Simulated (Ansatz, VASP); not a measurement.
**ZnSe: VASP beside Ansatz**

```
Zn Se
1.0
     3.83299    0.00000    0.00000
    -1.91650    3.31947    0.00000
     0.00000    0.00000   10.75146
Zn Se
3 3
Direct
  0.66667 0.33333 0.21957
  0.66667 0.33333 0.78043
  0.33333 0.66667 0.50000
  0.00000 0.00000 0.33437
  0.00000 0.00000 0.66563
  0.66667 0.33333 0.00000
```

Alike in both runs: functional PBE; k mesh 6 × 6 × 2; occupations gaussian, width 0.1 eV; no spin polarisation.

Ansatz relaxed the structure, and its values are those at the end. VASP's run is a single point on that final structure, the one shown.

```csv
,VASP,Ansatz
version,VASP 6.6.1,Ansatz 0.2.0
potentials or method,"VASP PAW PBE potentials, release 64 (Zn, Se), cutoff 520 eV","scalar-relativistic, plane waves, PAW"
valence electrons in the cell,54,84
```

VASP gave:

```
gap on the k mesh at the Fermi level (eV) : none
pressure (GPa)                            : 0.3
rms of the force components (eV/Å)        : 0.005
```

**Question.** Which values does Ansatz return?

**Answer.** gap on the k mesh at the Fermi level (eV): none; pressure (GPa): 0.0; rms of the force components (eV/Å): 0.002.

A gap of «none» marks a metal or a gap that the smearing closes. The functional is the same, so the differences come from potentials, cutoffs and numerics. VASP's potentials hold 54 valence electrons a cell and Ansatz's 84, so a difference there can come from the potentials and not from the codes.
